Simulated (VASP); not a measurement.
# As in VASP: further runs, part 2 of 2

VASP 6.6.1.

## 4. Single point, PBE+D3(BJ)

This run uses another cell than the first one, of 168.75 Å³/atom, 1.032 times its volume.

INCAR

```
PREC = Accurate ; ENCUT = 520
EDIFF = 1E-7 ; ISMEAR = 0
SIGMA = 0.02 ; LREAL = False
LASPH = True ; NELM = 60
ALGO = Normal ; ISIF = 2
LWAVE = False ; LCHARG = False
LDIPOL = True ; IDIPOL = 3
DIPOL = 0.5 0.5 0.500 ; GGA = PE
IVDW = 12 ; NBANDS = 12
```

KPOINTS

```
regular mesh
0
Gamma
  9 9 1
```

POSCAR

```
As
1.0
    3.6930000000      0.0000000000      0.0000000000
   -1.8465000000      3.1982318162      0.0000000000
    0.0000000000      0.0000000000     28.5742413766
As
2
Direct
    0.3333333333      0.6666666667      0.4895185319
    0.6666666667      0.3333333333      0.5104814681
```

Potentials or basis: VASP PAW PBE potentials, release 64 (As).

The run is started by

```bash
> cat potpaw_PBE.64/As/POTCAR > POTCAR
> mpirun -np 1 vasp_std > vasp.out
```

OUTCAR:

```text
PREC = Accurate
   ENCUT = 520
   EDIFF = 1E-7
   ISMEAR = 0
   LREAL = False
   LASPH = True
   NELM = 60
   ISIF = 2
   GGA = PE
   IVDW = 12
 IVDW          = 12

 ion  position               nearest neighbor table
   1  0.333  0.667  0.490-   2 2.21   2 2.21   2 2.21
   2  0.667  0.333  0.510-   1 2.21   1 2.21   1 2.21

  LATTYP: Found a hexagonal cell.
 ALAT       =     3.6930000000
 C/A-ratio  =     7.7374062758

  Lattice vectors:

 A1 = (   3.6930000000,   0.0000000000,   0.0000000000)
 A2 = (  -1.8465000000,   3.1982318162,   0.0000000000)
 A3 = (   0.0000000000,   0.0000000000,  28.5742413766)

Analysis of symmetry for initial positions (statically):
=====================================================================
 Subroutine PRICEL returns:
 Original cell was already a primitive cell.

 Routine SETGRP: Setting up the symmetry group for a
 hexagonal supercell.

 Subroutine GETGRP returns: Found 12 space group operations
 (whereof 12 operations were pure point group operations)
 out of a pool of 24 trial point group operations.

The static configuration has the point symmetry D_3d.

Analysis of symmetry for dynamics (positions and initial velocities):
=====================================================================
 Subroutine PRICEL returns:
 Original cell was already a primitive cell.

 Routine SETGRP: Setting up the symmetry group for a
 hexagonal supercell.

 Subroutine GETGRP returns: Found 12 space group operations
 (whereof 12 operations were pure point group operations)
 out of a pool of 24 trial point group operations.

The dynamic configuration has the point symmetry D_3d.

 Subroutine INISYM returns: Found 12 space group operations
 (whereof 12 operations are pure point group operations),
 and found     1 'primitive' translations

----------------------------------------------------------------------------------------

                                     Primitive cell

  volume of cell :     337.4924

  direct lattice vectors                    reciprocal lattice vectors
     3.693000000  0.000000000  0.000000000     0.270782562  0.156336385  0.000000000
    -1.846500000  3.198231816  0.000000000     0.000000000  0.312672770  0.000000000
     0.000000000  0.000000000 28.574241377     0.000000000  0.000000000  0.034996555

  length of vectors
     3.693000000  3.693000000 28.574241377     0.312672770  0.312672770  0.034996555

  position of ions in fractional coordinates (direct lattice)
     0.333333333  0.666666667  0.489518532
     0.666666667  0.333333333  0.510481468

  ion indices of the primitive-cell ions
   primitive index   ion index
                 1           1
                 2           2

----------------------------------------------------------------------------------------

 KPOINTS: regular mesh

Automatic generation of k-mesh.
 Grid dimensions read from file:
 generate k-points for:    9    9    1

 Generating k-lattice:

  Cartesian coordinates                     Fractional coordinates (reciprocal lattice)
     0.030086951  0.017370709  0.000000000     0.111111111 -0.000000000  0.000000000
     0.000000000  0.034741419  0.000000000     0.000000000  0.111111111  0.000000000
     0.000000000  0.000000000  0.034996555     0.000000000  0.000000000  1.000000000

[... 30 lines left out ...]
   ions per type =               2
   NGX,Y,Z   is equivalent  to a cutoff of  12.60, 12.60, 12.57 a.u.
   NGXF,Y,Z  is equivalent  to a cutoff of  25.21, 25.21, 25.13 a.u.
 SYSTEM =  unknown system
   PREC   = accura    normal or accurate (medium, high low for compatibility)
   ISTART =      0    job   : 0-new  1-cont  2-samecut
   ICHARG =      2    charge: 1-file 2-atom 10-const
   ISPIN  =      1    spin polarized calculation?
   LNONCOLLINEAR =      F non collinear calculations
   LSORBIT =      F    spin-orbit coupling
   LASPH  =      T    aspherical Exc in radial PAW
   ENCUT  =  520.0 eV  38.22 Ry    6.18 a.u.   6.87  6.87 53.13*2*pi/ulx,y,z
   NELM   =     60;   NELMIN=  2; NELMDL= -5     # of ELM steps
   EDIFF  = 0.1E-06   stopping-criterion for ELM
   LREAL  =      F    real-space projection
   EDIFFG = 0.1E-05   stopping-criterion for IOM
   NSW    =      0    number of steps for IOM
   IBRION =     -1    ionic relax: 0-MD 1-quasi-New 2-CG
   NFREE  =      0    steps in history (QN), initial steepest desc. (CG)
   ISIF   =      2    stress and relaxation
   ISYM   =      2    0-nonsym 1-usesym 2-fastsym
   POTIM  = 0.5000    time-step for ionic-motion
   TEBEG  =    0.0;   TEEND  =   0.0 temperature during run
   PSTRESS=    0.0 pullay stress
   NELECT =      10.0000    total number of electrons
   NUPDOWN=      -1.0000    fix difference up-down
   EMIN   =  10.00;   EMAX   =-10.00  energy-range for DOS
   EFERMI =   0.00;   METHOD = LEGACY
   ISMEAR =     0;   SIGMA  =   0.02  broadening in eV -4-tet -1-fermi 0-gaus
   EFERMI_NEDOS =   21; number of points for ismear=-14 and -15
   IALGO  =     38    algorithm
   IMIX   =      4    mixing-type and parameters
     AMIX     =   0.40;   BMIX     =  1.00
     AMIX_MAG =   1.60;   BMIX_MAG =  1.00
  volume/ion in A,a.u.               =     168.75      1138.76
  Fermi-wavevector in a.u.,A,eV,Ry     =   0.506586  0.957309  3.491660  0.256630
  Thomas-Fermi vector in A             =   1.517682
   LORBIT       =      0    0 simple, 1 ext, 2 COOP (PROOUT), +10 PAW based schemes
   GGA     = PE    functional components
   LHFCALC =     F    Hartree Fock is set to
   AEXX    =    0.0000 exact exchange contribution
   IVDW    =    12    specifies the selected vdW correction
   LEPSILON=     F    determine dielectric tensor
   LRPA    =     F    only Hartree local field effects (RPA)
 non-spin polarized calculation
 Gauss-broadening in eV      SIGMA  =   0.02
  energy-cutoff  :      520.00
  volume of cell :      337.49
 maximum number of plane-waves:      9118
 NGX is ok and might be reduce to    28
   NGX = 13   NGY = 13   NGZ =107

 number of electron      10.0000000 magnetization

 dipolmoment           0.000000      0.000000     -0.000000 electrons x Angstroem

 Free energy of the ion-electron system (eV)
  ---------------------------------------------------
  ext. energy  EPLUGINS =         0.00000000
  ---------------------------------------------------
  free energy    TOTEN  =        -6.83278135 eV

  energy without entropy =       -6.83269452  energy(sigma->0) =       -6.83273794

 E-fermi :  -2.8385     XC(G=0):  -1.6303

 val. band max:       -2.8766634110   @ k =   0.2222   0.1111   0.0000
 cond. band min:      -2.8005745551   @ k =   0.3333   0.0000   0.0000
 fundamental gap:      0.0760888559
 Fermi energy:        -2.8384501606

 k-point     1 :       0.0000    0.0000    0.0000
  band No.  band energies     occupation
      1     -19.2501      2.00000
      2      -9.1134      2.00000
      3      -6.7603      2.00000
      4      -6.7603      2.00000
      5      -4.9313      2.00000
      6      -1.8702      0.00000
      7      -1.2821      0.00000
      8      -1.2821      0.00000
      9       0.8904      0.00000
     10       1.1792      0.00000
     11       1.4497      0.00000
     12       1.6421      0.00000
[... 151 lines left out ...]
 k-point    12 :       0.3333    0.3333    0.0000
  band No.  band energies     occupation
      1     -15.5992      2.00000
      2     -15.5992      2.00000
      3     -10.4468      2.00000
      4      -5.1760      2.00000
      5      -5.1760      2.00000
      6       0.3213      0.00000
      7       1.6996      0.00000
      8       1.6996      0.00000
      9       2.9055      0.00000
     10       3.6985      0.00000
     11       3.6985      0.00000
     12       5.2363      0.00000

------------------------ aborting loop because EDIFF is reached ----------------------------------------

 vacuum level on the upper side and lower side of the slab       (xc-potential included)        -0.007        -0.007

 Edisp (eV)   -0.40959

 E8    (eV) :    -0.1864

  FORCE on cell =-STRESS in cart. coord.  units (eV):
  Direction    XX          YY          ZZ          XY          YZ          ZX
  --------------------------------------------------------------------------------------
  -------------------------------------------------------------------------------------
  Total      10.69053    10.69053     2.43497     0.00000    -0.00000     0.00000
  in kB      50.75113    50.75113    11.55951     0.00000    -0.00000     0.00000
  external pressure =       37.69 kB  Pullay stress =        0.00 kB

 VOLUME and BASIS-vectors are now :
 -----------------------------------------------------------------------------
  energy-cutoff  :      520.00
  volume of cell :      337.49
      direct lattice vectors                 reciprocal lattice vectors
     3.693000000  0.000000000  0.000000000     0.270782562  0.156336385  0.000000000
    -1.846500000  3.198231816  0.000000000     0.000000000  0.312672770  0.000000000
     0.000000000  0.000000000 28.574241377     0.000000000  0.000000000  0.034996555

 POSITION                                       TOTAL-FORCE (eV/Angst)
 -----------------------------------------------------------------------------------
     -0.00000      2.13215     13.98762        -0.000000      0.000000     -4.069754
      1.84650      1.06608     14.58662         0.000000     -0.000000      4.069754
 -----------------------------------------------------------------------------------
    total drift:                                0.000000      0.000000      0.000000

  FREE ENERGIE OF THE ION-ELECTRON SYSTEM (eV)
  ---------------------------------------------------
  free  energy   TOTEN  =        -7.2423690489 eV

  energy  without entropy=       -7.2422822196  energy(sigma->0) =       -7.24232563

 vacuum level on the upper side and lower side of the slab         1.228         1.228
```

Run time: 2.2 min. Hardware: 1 thread of Intel Xeon Platinum 8259CL at 2.50GHz (Skylake/Cascade Lake), shared host; peak memory 0.4 GiB.

Results:

| Quantity | Value |
| --- | --- |
| Free energy | -7.2424 eV |
| Largest force | 4.070 eV/Å |
| Band gap on the k mesh | zero (band 5 reaches -2.68 eV, above the bottom of band 6 at -3.63 eV) |
| Dispersion energy per atom | -0.205 eV |

Forces on the atoms (eV/Å):
```
As   0.000  0.000 -4.070
As   0.000  0.000  4.070
```

## 5. Single point, PBE+D3(BJ)

This run uses another cell than the first one, of 138.69 Å³/atom, 0.848 times its volume.

INCAR

```
PREC = Accurate
ENCUT = 520
EDIFF = 1E-6
ISMEAR = 0
SIGMA = 0.02
LREAL = False
LASPH = True
NELM = 60
ALGO = Normal
ISIF = 2
LWAVE = False
LCHARG = True
LDIPOL = True
IDIPOL = 3
DIPOL = 0.5 0.5 0.500
GGA = PE
IVDW = 12
LELF = True
LVHAR = True
LVACPOTAV = True
NBANDS = 12
```

KPOINTS

```
Automatic mesh
0
Gamma
  9 9 1
```

POSCAR

```
As
1.0
    3.3480000000      0.0000000000      0.0000000000
   -1.6740000000      2.8994530519      0.0000000000
    0.0000000000      0.0000000000     28.5742413766
As
2
Direct
    0.3333333333      0.6666666667      0.4790370638
    0.6666666667      0.3333333333      0.5209629362
```

The run is started by

```bash
> cat potpaw_PBE.64/As/POTCAR > POTCAR
> mpirun -np 1 vasp_std > vasp.out
```

It took 2.5 min on 1 thread of Intel Xeon Platinum 8259CL at 2.50GHz (Skylake/Cascade Lake), shared host; peak memory 0.42 GiB.

Results (log left out):

```
Free energy                : -8.9081 eV
Largest force              : 4.836 eV/Å
Band gap on the k mesh     : 1.75 eV, indirect (least direct gap 2.08 eV)
Dispersion energy per atom : -0.245 eV
```

Forces in eV/Å, atoms in the order of the input:
```
As   0.000  0.000 -4.836
As   0.000  0.000  4.836
```

Levels at points of the mesh, in eV from the valence-band top:
```tsv
k point	band 2	band 3	band 4	band 5	band 6	band 7	band 8	band 9
(0.00, 0.00, 0.00)	-6.96	-0.36	-0.27	-0.27	2.99	4.08	4.08	5.02
```

## 6. Single point, PBE+D3(BJ)

This run uses another cell than the first one, of 138.69 Å³/atom, 0.848 times its volume.

INCAR

```
SYSTEM = As
  PREC = Accurate
  ENCUT = 520
  EDIFF = 1E-6
  ISMEAR = 0
  SIGMA = 0.02
  LREAL = .False.
  LASPH = .True.
  NELM = 80
  ALGO = Normal
  ISIF = 2
  LWAVE = .False.
  LCHARG = .False.
  LDIPOL = .True.
  IDIPOL = 3
  DIPOL = 0.5 0.5 0.500
  GGA = PE
  IVDW = 12
  NBANDS = 12
```

KPOINTS

```
regular mesh
0
Gamma
  9 9 1
  0 0 0
```

POSCAR

```
As
1.0
    3.3480000000      0.0000000000      0.0000000000
   -1.6740000000      2.8994530519      0.0000000000
    0.0000000000      0.0000000000     28.5742413766
As
2
Direct
    0.3333333333      0.6666666667      0.4685555956
    0.6666666667      0.3333333333      0.5314444044
```

Potentials or basis: VASP PAW PBE potentials, release 64 (As).

The run is started by

```bash
> cat potpaw_PBE.64/As/POTCAR > POTCAR
> mpirun -np 1 vasp_std > vasp.out
```

OUTCAR:

```text
SYSTEM = As
   PREC = Accurate
   ENCUT = 520
   EDIFF = 1E-6
   ISMEAR = 0
   LREAL = .False.
   LASPH = .True.
   NELM = 80
   ISIF = 2
   GGA = PE
   IVDW = 12
 IVDW          = 12

 ion  position               nearest neighbor table
   1  0.333  0.667  0.469-   2 2.64   2 2.64   2 2.64
   2  0.667  0.333  0.531-   1 2.64   1 2.64   1 2.64

  LATTYP: Found a hexagonal cell.
 ALAT       =     3.3480000000
 C/A-ratio  =     8.5347196465

  Lattice vectors:

 A1 = (   3.3480000000,   0.0000000000,   0.0000000000)
 A2 = (  -1.6740000000,   2.8994530519,   0.0000000000)
 A3 = (   0.0000000000,   0.0000000000,  28.5742413766)

Analysis of symmetry for initial positions (statically):
=====================================================================
 Subroutine PRICEL returns:
 Original cell was already a primitive cell.

 Routine SETGRP: Setting up the symmetry group for a
 hexagonal supercell.

 Subroutine GETGRP returns: Found 12 space group operations
 (whereof 12 operations were pure point group operations)
 out of a pool of 24 trial point group operations.

The static configuration has the point symmetry D_3d.

Analysis of symmetry for dynamics (positions and initial velocities):
=====================================================================
 Subroutine PRICEL returns:
 Original cell was already a primitive cell.

 Routine SETGRP: Setting up the symmetry group for a
 hexagonal supercell.

 Subroutine GETGRP returns: Found 12 space group operations
 (whereof 12 operations were pure point group operations)
 out of a pool of 24 trial point group operations.

The dynamic configuration has the point symmetry D_3d.

 Subroutine INISYM returns: Found 12 space group operations
 (whereof 12 operations are pure point group operations),
 and found     1 'primitive' translations

----------------------------------------------------------------------------------------

                                     Primitive cell

  volume of cell :     277.3807

[... 112 lines left out ...]
   NGX = 13   NGY = 13   NGZ =107

 number of electron      10.0000000 magnetization

 dipolmoment           0.000000      0.000000     -0.000000 electrons x Angstroem

 Free energy of the ion-electron system (eV)
  ---------------------------------------------------
  ext. energy  EPLUGINS =         0.00000000
  ---------------------------------------------------
  free energy    TOTEN  =        -8.58667260 eV

  energy without entropy =       -8.58667260  energy(sigma->0) =       -8.58667260

 E-fermi :  -2.4369     XC(G=0):  -2.0534

 val. band max:       -2.5471833411   @ k =   0.3333   0.0000   0.0000
 cond. band min:      -2.3460928491   @ k =   0.3333   0.2222   0.0000
 fundamental gap:      0.2010904920
 Fermi energy:        -2.4368989943

 k-point     1 :       0.0000    0.0000    0.0000
  band No.  band energies     occupation
      1     -16.7378      2.00000
      2     -12.1670      2.00000
      3      -5.6153      2.00000
      4      -1.3903      0.00000
      5      -1.3903      0.00000
      6      -0.6330      0.00000
      7       0.9659      0.00000
      8       0.9659      0.00000
      9       1.1163      0.00000
     10       1.4733      0.00000
     11       1.5645      0.00000
     12       2.0507      0.00000
[... 151 lines left out ...]
 k-point    12 :       0.3333    0.3333    0.0000
  band No.  band energies     occupation
      1     -12.7037      2.00000
      2     -12.7037      2.00000
      3      -7.2859      2.00000
      4      -5.8873      2.00000
      5      -5.8873      2.00000
      6      -2.9365      2.00000
      7      -0.2323      0.00000
      8      -0.2323      0.00000
      9       4.1680      0.00000
     10       5.9530      0.00000
     11       5.9530      0.00000
     12       6.3935      0.00000

------------------------ aborting loop because EDIFF is reached ----------------------------------------

 vacuum level on the upper side and lower side of the slab       (xc-potential included)        -0.007        -0.007

 Edisp (eV)   -0.46785

 E8    (eV) :    -0.2110

  FORCE on cell =-STRESS in cart. coord.  units (eV):
  Direction    XX          YY          ZZ          XY          YZ          ZX
  --------------------------------------------------------------------------------------
  -------------------------------------------------------------------------------------
  Total       0.43613     0.43613    -4.64573     0.00000     0.00000     0.00000
  in kB       2.51911     2.51911   -26.83417     0.00000     0.00000     0.00000
  external pressure =       -7.27 kB  Pullay stress =        0.00 kB

 VOLUME and BASIS-vectors are now :
 -----------------------------------------------------------------------------
  energy-cutoff  :      520.00
  volume of cell :      277.38
      direct lattice vectors                 reciprocal lattice vectors
     3.348000000  0.000000000  0.000000000     0.298685783  0.172446317  0.000000000
    -1.674000000  2.899453052  0.000000000     0.000000000  0.344892634  0.000000000
     0.000000000  0.000000000 28.574241377     0.000000000  0.000000000  0.034996555

 POSITION                                       TOTAL-FORCE (eV/Angst)
 -----------------------------------------------------------------------------------
     -0.00000      1.93297     13.38862        -0.000000     -0.000000      2.584325
      1.67400      0.96648     15.18562         0.000000      0.000000     -2.584325
 -----------------------------------------------------------------------------------
    total drift:                               -0.000000     -0.000000      0.000000

  FREE ENERGIE OF THE ION-ELECTRON SYSTEM (eV)
  ---------------------------------------------------
  free  energy   TOTEN  =        -9.0545238254 eV

  energy  without entropy=       -9.0545238254  energy(sigma->0) =       -9.05452383

 vacuum level on the upper side and lower side of the slab         1.444         1.444
```

Run time: 2.5 min. Hardware: 1 thread of Intel Xeon Platinum 8259CL at 2.50GHz (Skylake/Cascade Lake), shared host; peak memory 0.41 GiB.

Results:

| Quantity | Value |
| --- | --- |
| Free energy | -9.0545 eV |
| Largest force | 2.584 eV/Å |
| Band gap on the k mesh | zero (band 5 reaches -1.39 eV, above the bottom of band 6 at -2.94 eV) |
| Dispersion energy per atom | -0.234 eV |

Forces in eV/Å, atoms in the order of the input:
```
As   0.000  0.000  2.584
As   0.000  0.000 -2.584
```

Levels at points of the mesh, in eV from the Fermi level:
| k point | band 2 | band 3 | band 4 | band 5 | band 6 | band 7 | band 8 | band 9 |
| --- | --- | --- | --- | --- | --- | --- | --- | --- |
| (0.00, 0.00, 0.00) | -9.73 | -3.18 | 1.05 | 1.05 | 1.80 | 3.40 | 3.40 | 3.55 |

## 7. The runs side by side

```tsv
cell	gap on the mesh (eV)	largest force (eV/Å)
a = 3.635, b = 3.635, c = 28.574 Å, angles 90.0, 90.0, 120.0°, 2 atoms	none	3.11
a = 3.693, b = 3.693, c = 28.574 Å, angles 90.0, 90.0, 120.0°, 2 atoms	none	4.07
a = 3.348, b = 3.348, c = 28.574 Å, angles 90.0, 90.0, 120.0°, 2 atoms	none	2.58
```

Some of these runs hold the atoms at other places in the same cell, which the table doesn't show; runs alike in all that it shows share one row.

Alike in all rows: task single point; level PBE+D3(BJ); potentials or basis VASP PAW PBE potentials, release 64 (As); no spin polarisation; k mesh 9 × 9 × 1; cutoff (eV) 520; smearing gaussian 0.02 eV.

Total energies depend on the potentials used, so only differences within one code and one set of settings carry meaning.
